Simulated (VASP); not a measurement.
Crystal: SrPrI.

```
CELL_PARAMETERS angstrom
4.52900 0.00000 0.00000
0.00000 4.52900 0.00000
0.00000 0.00000 5.93484
ATOMIC_POSITIONS crystal
Sr 0.50000 0.50000 0.00000
Pr 0.50000 0.50000 0.50000
I 0.00000 0.00000 0.00000
```

The cell was generated, and may not be a known phase.

* Program: VASP 6.6.1
* Task: relaxation of cell and atoms
* Functional: PBE
* Potentials or basis: VASP PAW PBE potentials, release 64 (Sr_sv, Pr_3, I), 4f in core
* Cutoff: 500 eV
* k mesh: 4 × 4 × 4
* Occupations: gaussian, width 0.1 eV
* Spin: no spin polarisation

At the start: pressure 2.8 GPa; volume 40.58 Å³/atom.

Problem. How do energy, volume and symmetry change on relaxing?

Solution. Over 7 steps the energy falls by 321.5 meV/atom and the volume is 52.67 Å³/atom (+29.8 %); space group P4/mmm (No. 123, to 0.1 Å) before and after.

The path:
```
step  energy change (eV)  largest force (eV/Å)  pressure (GPa)  volume (Å³)
   1              0.0000                0.0000            2.77       121.73
   2             -0.6841                0.0000            1.77       133.84
   3             -0.9190                0.0000            1.09       145.14
   4             -0.9453                0.0000            0.83       150.04
   5             -0.9459                0.0000            0.78       151.20
   6             -0.9641                0.0000           -0.11       158.99
   7             -0.9644                0.0000           -0.02       158.01
```

Final structure:
```
Sr Pr I
1.0
     4.50082    0.00000    0.00000
     0.00000    4.50082    0.00000
     0.00000    0.00000    7.80020
Sr Pr I
1 1 1
Cartesian
  2.2504 2.2504 0.0000
  2.2504 2.2504 3.9001
  0.0000 0.0000 0.0000
```

Caveat: the volume moved by over 15 % at a fixed basis, so the end points are rough; the run has no spin polarisation, though such a crystal can be magnetic.
